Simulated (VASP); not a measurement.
Input of a VASP 6.6.1 run:

File POSCAR:

```
CuI
1.0
    0.0000000000      2.8620890000      2.8620890000
    2.8620890000      0.0000000000      2.8620890000
    2.8620890000      2.8620890000      0.0000000000
Cu I
1 1
Direct
    0.0000000000      0.0000000000      0.0000000000
    0.5000000000      0.5000000000      0.5000000000
```

INCAR.step1

```
SYSTEM = CuI
  ALGO = Normal
  EDIFF = 1E-4
  ENCUT = 520
  GGA = PE
  ISMEAR = 0
  LASPH = .TRUE.
  LCHARG = .FALSE.
  LREAL = .FALSE.
  LWAVE = .TRUE.
  NBANDS = 16
  NELM = 80
  PREC = Accurate
  SIGMA = 0.1
```

Contents of INCAR.step2:

```
SYSTEM = CuI
  ALGO = Normal
  EDIFF = 1E-6
  ENCUT = 520
  ISIF = 2
  ISMEAR = 0
  ISTART = 1
  LASPH = .TRUE.
  LCHARG = .FALSE.
  LMIXTAU = .TRUE.
  LREAL = .FALSE.
  LWAVE = .FALSE.
  METAGGA = R2SCAN
  NBANDS = 16
  NELM = 80
  PREC = Accurate
  SIGMA = 0.1
```

The input KPOINTS:

```
k-points
0
G
  4 4 4
  0 0 0
```

Potentials or basis: VASP PAW PBE potentials, release 64 (Cu, I).

The run is started by

```sh
$ cat potpaw_PBE.64/Cu/POTCAR potpaw_PBE.64/I/POTCAR > POTCAR
$ cp INCAR.step1 INCAR
$ mpirun -np 1 vasp_std > vasp.out
$ cp INCAR.step2 INCAR
$ mpirun -np 1 vasp_std > vasp.out
```

(1) Estimate the band gap on the k mesh.

(2) What does it give for the pressure?

Answers

(1) zero (band 9 reaches 6.01 eV, above the bottom of band 10 at 5.95 eV).

(2) -0.3 GPa.

Caveat: the k points lie up to 0.48 Å⁻¹ apart; the PAW data sets were made with another functional, which shifts forces and pressure a little; spin-orbit coupling is left out, which moves the levels of the heavy elements; semilocal functionals often make such compounds metallic where correlation or magnetic order opens a gap, which also shifts bond lengths.
